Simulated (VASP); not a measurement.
Crystal: LiCl.

```xyz
4
Lattice="3.1740 0.0000 0.0000 -1.5870 2.7488 0.0000 0.0000 0.0000 5.1736" Properties=species:S:1:pos:R:3 pbc="T T T"
Li    0.0000    0.0000    0.0000
Li    0.0000    0.0000    2.5868
Cl    0.0000    1.8325    1.2934
Cl    1.5870    0.9163    3.8802
```

```yaml
Program: VASP 6.6.1
Task: relaxation of cell and atoms
Functional: PBE
Potentials_or_basis: VASP PAW PBE potentials, release 64 (Li_sv, Cl)
Cutoff: 600 eV
k_mesh: 12 × 12 × 4
Occupations: fermi-dirac, width 0.02 eV
Spin: no spin polarisation
```

At the start: pressure 31.7 GPa; volume 11.28 Å³/atom.

How do energy, volume and symmetry change on relaxing?

Over 10 steps the energy falls by 393.5 meV/atom and the volume is 16.84 Å³/atom (+49.3 %); space group P6_3/mmc (No. 194, to 0.05 Å).

The path:
```
step  energy change (eV)  largest force (eV/Å)  pressure (GPa)  volume (Å³)
   1              0.0000                0.0000           31.73        45.14
   2             -1.4998                0.0000            3.97        61.37
   3             -1.5611                0.0000            1.29        65.15
   4             -1.5249                0.0000           -2.42        73.16
   5             -1.5703                0.0000           -0.15        67.71
   6             -1.5702                0.0000            0.12        67.20
   7             -1.5726                0.0000            0.13        67.19
   8             -1.5739                0.0000            0.14        67.17
   9             -1.5740                0.0000            0.14        67.16
  10             -1.5741                0.0000            0.03        67.37
```

Final structure:
```
Li Cl
1.0
     3.58902    0.00000    0.00000
    -1.79451    3.10818    0.00000
     0.00000    0.00000    6.03942
Li Cl
2 2
Direct
  0.00000 0.00000 0.00000
  0.00000 0.00000 0.50000
  0.33333 0.66667 0.25000
  0.66667 0.33333 0.75000
```

Caveat: the cutoff is under 1.25 times the usual one of these potentials, so pressure, stress and relaxed cells hold a basis-set (Pulay) error; the volume moved by over 15 % at a fixed basis, so the end points are rough.
